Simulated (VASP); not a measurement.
Runs of VASP 6.6.1 on NiO2. The structure is that of space group P-3m1 (No. 164), or close to it. The cells are those of the table. 

| cell | gap on the mesh (eV) | pressure (GPa) | largest force (eV/Å) |
| --- | --- | --- | --- |
| a = 2.766, b = 2.766, c = 5.039 Å, angles 90.0, 90.0, 120.0°, 3 atoms | 1.10 | 22.1 | 2.74 |
| a = 2.748, b = 2.748, c = 5.104 Å, angles 90.0, 90.0, 120.0°, 3 atoms | (a) | -18.9 | 3.03 |
| a = 2.862, b = 2.862, c = 4.704 Å, angles 90.0, 90.0, 120.0°, 3 atoms | 0.60 | -27.2 | (b) |
| a = 2.784, b = 2.784, c = 4.973 Å, angles 90.0, 90.0, 120.0°, 3 atoms | 0.93 | 32.1 | 4.21 |
| a = 2.730, b = 2.730, c = 5.170 Å, angles 90.0, 90.0, 120.0°, 3 atoms | 1.14 | 38.6 | 4.41 |

Alike in all rows: task single point; level PBEsol; potentials or basis VASP PAW PBE potentials, release 64 (Ni, O); no spin polarisation; k mesh 12 × 12 × 6; cutoff (eV) 520; smearing gaussian 0.05 eV.

Question: Fill in the values left out.

Answer: (a) 0.86; (b) 3.05.

Caveats: the PAW data sets were made with another functional, which shifts forces and pressure a little.

A k mesh can miss the band edges.
